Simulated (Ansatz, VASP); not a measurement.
One calculation of AlNi, two programs

INCAR

```
SYSTEM = AlNi
PREC = Accurate ; ENCUT = 520
EDIFF = 1E-6 ; ISMEAR = -1
SIGMA = 0.05 ; LREAL = .False.
LASPH = .True. ; NELM = 150
ALGO = Normal ; ISIF = 2
LWAVE = .False. ; LCHARG = .True.
ISPIN = 2 ; MAGMOM = 1 0
LORBIT = 11 ; LMAXMIX = 4
GGA = CA ; LELF = .True.
LVHAR = .True. ; NBANDS = 18
```

The input KPOINTS:

```
regular mesh
0
Gamma
  9 9 9
  0 0 0
```

POSCAR

```
AlNi
1.0
    2.9000800262      0.0000000000      0.0000000000
    0.0000000000      2.9000800262      0.0000000000
    0.0000000000      0.0000000000      2.9000800262
Ni Al
1 1
Direct
    0.5000000000      0.5000000000      0.5000000000
    0.0000000000      0.0000000000      0.0000000000
```

File input.yaml:

```yaml
crystal:
  lattice:
    - [2.9000800262, 0.0, 0.0]
    - [0.0, 2.9000800262, 0.0]
    - [0.0, 0.0, 2.9000800262]
  atoms:
    - { symbol: Ni, position: [0.5, 0.5, 0.5], spin: 1.0 }
    - { symbol: Al, position: [0.0, 0.0, 0.0] }
kpoints:
  mp_grid: { grid: [9, 9, 9] }
scf:
  occupations: { method: fermi_dirac, width: 0.05 }
hamiltonian:
  xc: lda
  pseudopotentials: { kind: all_electron, lapw: { basis_error: 0.001 } }
magnetization:
  spin_polarized: true
output:
  forces: true
  stress: true
  eigenvalues: true
```

Change from the starting cell: volume scaled by 1.02.

Alike in both runs: task single point; functional LDA; k mesh 9 × 9 × 9; occupations fermi-dirac, width 0.05 eV; collinear spin.

|  | VASP | Ansatz |
| --- | --- | --- |
| version | VASP 6.6.1 | Ansatz 0.2.0 |
| potentials or method | VASP PAW LDA potentials, release 64 (Ni, Al), cutoff 520 eV | all-electron LAPW, scalar-relativistic |

Ansatz gave:

```
gap on the k mesh at the Fermi level (eV) : none
pressure (GPa)                            : -11.5
net moment per atom (μB)                  : 0.00
```

Which values does VASP return?

gap on the k mesh at the Fermi level (eV): none; pressure (GPa): -11.1; net moment per atom (μB): 0.00.

LDA's correlation is that of Perdew and Zunger in VASP and of Perdew and Wang (1992) in Ansatz. A gap of «none» marks a metal or a gap that the smearing closes. Ansatz ran all-electron here, and VASP with PAW potentials.
